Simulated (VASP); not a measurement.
# H22CO12 in VASP: notebook, part 2 of 2

VASP 6.6.1.

### 4 Single point, PBE+D3(BJ)

INCAR

```
SYSTEM = H22CO12
PREC = Accurate
ENCUT = 520
EDIFF = 1E-6
ISMEAR = -1
SIGMA = 0.05
LREAL = Auto
LASPH = .True.
NELM = 60
ALGO = Normal
ISIF = 2
LWAVE = .False.
LCHARG = .False.
GGA = PE
IVDW = 12
NBANDS = 72
```

KPOINTS

```
Automatic mesh
0
Gamma
  1 1 1
  0 0 0
```

POSCAR

```
H22CO12
1.0
    6.8873110000      0.0000000000      0.0000000000
    0.0000000000      6.8873110000      0.0000000000
    0.0000000000      0.0000000000      6.8873110000
O H C
12 22 1
Direct
    0.3091627487      0.9750394602      0.0521684007
    0.7214136257      0.8868047341      0.9678523302
    0.9857548178      0.0944345333      0.8599001846
    0.2050292197      0.4324764774      0.8242839622
    0.9010628386      0.5527120817      0.2154251492
    0.2656043846      0.0973965021      0.4923401891
    0.8712689176      1.0707517056      0.4769060087
    0.6145068808      0.4356271991      0.8272749699
    0.5589844861      0.7786202772      0.4182474118
    0.5597104588      0.3682133709      0.2585043713
    0.1754530905      0.6829951486      0.3971942025
    0.0159423612      0.7446157143      0.6590961262
    0.4334928392      0.9147111260      0.0231149719
    0.2098496786      0.9084967994     -0.0307086467
    0.7169271142      0.7457337123      0.9819652401
    0.8255761937      0.9375357088      1.0440359089
    0.9920853001     -0.0353548722      0.8036372976
    1.1116675289      0.1398949459      0.8592758480
    0.0917774731      0.5029684299      0.7873755084
    0.2880950200      0.5325445591      0.8864853061
    0.7456611151      0.5338513100      0.2627876104
    0.9380293702      0.4301533646      0.1608174801
    0.1827273373      0.0550142138      0.3945661812
    0.1816383782      0.1456591694      0.5908401697
    0.7986280858      1.1947042903      0.4515260019
    0.7957096754      0.9749668630      0.5133062817
    0.5836820785      0.5082680309      0.7149524684
    0.5398478448      0.3165241122      0.8486766461
    0.5004710837      0.9088888247      0.4261750341
    0.5257058960      0.7404195919      0.5451764847
    0.5544108579      0.2609291202      0.1541530504
    0.4961588057      0.3045891205      0.3674002815
    0.0226793882      0.6303330865      0.3458243718
    0.3059684687      0.7962759341      0.6594881515
    0.1693113611      0.7523836226      0.5709775557
```

Potentials or basis: VASP PAW PBE potentials, release 64 (O, H, C).

Launch:

```sh
cat potpaw_PBE.64/O/POTCAR potpaw_PBE.64/H/POTCAR potpaw_PBE.64/C/POTCAR > POTCAR
mpirun -np 1 vasp_gam > vasp.out
```

OUTCAR:

```text
SYSTEM = H22CO12
   PREC = Accurate
   ENCUT = 520
   EDIFF = 1E-6
   ISMEAR = -1
   LREAL = Auto
   LASPH = .True.
   NELM = 60
   ISIF = 2
   GGA = PE
   IVDW = 12
 IVDW          = 12

 ion  position               nearest neighbor table
   1  0.309  0.975  0.052-  13 0.97  14 1.00
   2  0.721  0.887  0.968-  16 0.96  15 0.98
   3  0.986  0.094  0.860-  18 0.92  17 0.98
   4  0.205  0.432  0.824-  19 0.95  20 0.99
   5  0.901  0.553  0.215-  22 0.96  21 1.13  33 1.34
   6  0.266  0.097  0.492-  23 0.93  24 0.95
   7  0.871  0.071  0.477-  26 0.88  25 1.00
   8  0.615  0.436  0.827-  27 0.95  28 0.98
   9  0.559  0.779  0.418-  30 0.94  29 0.99
  10  0.560  0.368  0.259-  32 0.97  31 1.03
  11  0.175  0.683  0.397-  33 1.17  35 1.29
  12  0.016  0.745  0.659-  35 1.22
  13  0.433  0.915  0.023-   1 0.97
  14  0.210  0.908  0.969-   1 1.00
  15  0.717  0.746  0.982-   2 0.98
  16  0.826  0.938  0.044-   2 0.96
  17  0.992  0.965  0.804-   3 0.98
[... 13 lines left out ...]
  31  0.554  0.261  0.154-  10 1.03
  32  0.496  0.305  0.367-  10 0.97
[... 233 lines left out ...]
 fundamental gap:      3.9188157739
 Fermi energy:        -1.3548225171

 k-point     1 :       0.0000    0.0000    0.0000
  band No.  band energies     occupation
      1     -23.9461      2.00000
      2     -22.2982      2.00000
      3     -22.1738      2.00000
      4     -22.0066      2.00000
      5     -21.9638      2.00000
      6     -21.9007      2.00000
[... 53 lines left out ...]
     60       6.0332      0.00000
     61       6.1433      0.00000
 [bands above 61 left out]

------------------------ aborting loop because EDIFF is reached ----------------------------------------

 Edisp (eV)   -1.39780

 E8    (eV) :    -0.2952

  FORCE on cell =-STRESS in cart. coord.  units (eV):
  Direction    XX          YY          ZZ          XY          YZ          ZX
  --------------------------------------------------------------------------------------
  -------------------------------------------------------------------------------------
  Total       9.01300     3.23366     6.68553     1.74358    -4.98076    -3.40844
  in kB      44.20089    15.85825    32.78666     8.55071   -24.42624   -16.71543
  external pressure =       30.95 kB  Pullay stress =        0.00 kB

 VOLUME and BASIS-vectors are now :
 -----------------------------------------------------------------------------
  energy-cutoff  :      520.00
  volume of cell :      326.70
      direct lattice vectors                 reciprocal lattice vectors
     6.887311000  0.000000000  0.000000000     0.145194547  0.000000000  0.000000000
     0.000000000  6.887311000  0.000000000     0.000000000  0.145194547  0.000000000
     0.000000000  0.000000000  6.887311000     0.000000000  0.000000000  0.145194547

 POSITION                                       TOTAL-FORCE (eV/Angst)
 -----------------------------------------------------------------------------------
      2.12930      6.71540      0.35930        -0.798071     -0.352395     -0.654380
      4.96860      6.10770      6.66590        -2.016885     -0.941787     -0.531980
      6.78920      0.65040      5.92240        -2.109122     -0.459022      0.426648
      1.41210      2.97860      5.67710         1.490701     -0.042397      0.899238
      6.20590      3.80670      1.48370        -3.621115      0.818293      1.457798
      1.82930      0.67080      3.39090         2.874616      0.778337      0.792583
[... 27 lines left out ...]
      2.10730      5.48420      4.54210        -0.862124     -0.332991     -1.305431
      1.16610      5.18190      3.93250         0.811053     -1.349767     -0.215870
 -----------------------------------------------------------------------------------
    total drift:                               -0.010974      0.006755      0.011480

  FREE ENERGIE OF THE ION-ELECTRON SYSTEM (eV)
  ---------------------------------------------------
  free  energy   TOTEN  =      -173.2791456572 eV

  energy  without entropy=     -173.2791456571  energy(sigma->0) =     -173.27914566
```

stdout:

```text
POSCAR found type information on POSCAR O H C
 POSCAR found :  3 types and      35 ions
 scaLAPACK will be used
 LDA part: xc-table for (Slater+PW92), standard interpolation
 POSCAR, INCAR and KPOINTS ok, starting setup
 FFT: planning ... GRIDC
 FFT: planning ... GRID_SOFT
 FFT: planning ... GRID
 WAVECAR not read
 entering main loop
```

Run time: 26 s. Hardware: 1 thread of Intel Xeon 6975P-C (Granite Rapids), shared host; peak memory 0.35 GiB.

What came out:

* Free energy: -173.2791 eV
* Pressure: 3.1 GPa
* Largest force: 8.139 eV/Å
* Band gap on the k mesh: 3.92 eV
* Dispersion energy per atom: -0.040 eV

Forces on the atoms (eV/Å):
```
O   -0.798 -0.352 -0.654
O   -2.017 -0.942 -0.532
O   -2.109 -0.459  0.427
O    1.491 -0.042  0.899
O   -3.621  0.818  1.458
O    2.875  0.778  0.793
O    3.664  6.654 -2.922
O    1.044 -0.423  1.868
O    0.828  1.232 -0.888
O    0.076 -1.823 -1.507
O    0.278  0.107 -0.622
O   -2.013  0.711  2.252
H    0.586 -0.154  0.009
H    0.857  0.565  0.975
H    0.360  0.176  0.276
H    0.702  0.206  0.443
H   -0.455 -0.335 -0.466
H    2.758  1.524  0.349
H   -1.090  0.559 -0.301
H   -0.447 -0.858 -0.237
H    2.994 -0.085 -1.116
H    0.311 -0.780 -0.334
H   -1.566 -0.649 -1.963
H   -0.784  0.595  0.708
H    0.464 -1.628  0.407
H   -4.294 -4.879  1.834
H   -0.696 -0.164 -1.100
H   -0.114  0.640 -0.956
H   -0.063 -0.135 -0.656
H   -0.171 -0.959  1.471
H    0.130  1.664  1.539
H   -0.563  0.005  0.244
H    1.438  0.113 -0.176
H   -0.862 -0.333 -1.305
C    0.811 -1.350 -0.216
```

Stress tensor (GPa, compression positive):
```
 4.42  0.86 -1.67
 0.86  1.59 -2.44
-1.67 -2.44  3.28
```

Levels at points of the mesh, in eV from the valence-band top:
| k point | band 45 | band 46 | band 47 | band 48 | band 49 | band 50 | band 51 | band 52 | band 53 | band 54 |
| --- | --- | --- | --- | --- | --- | --- | --- | --- | --- | --- |
| (0.00, 0.00, 0.00) | -0.82 | -0.77 | -0.67 | -0.14 | 0.00 | 3.92 | 5.01 | 6.18 | 6.49 | 7.08 |

Caveat: the k points lie up to 0.91 Å⁻¹ apart.
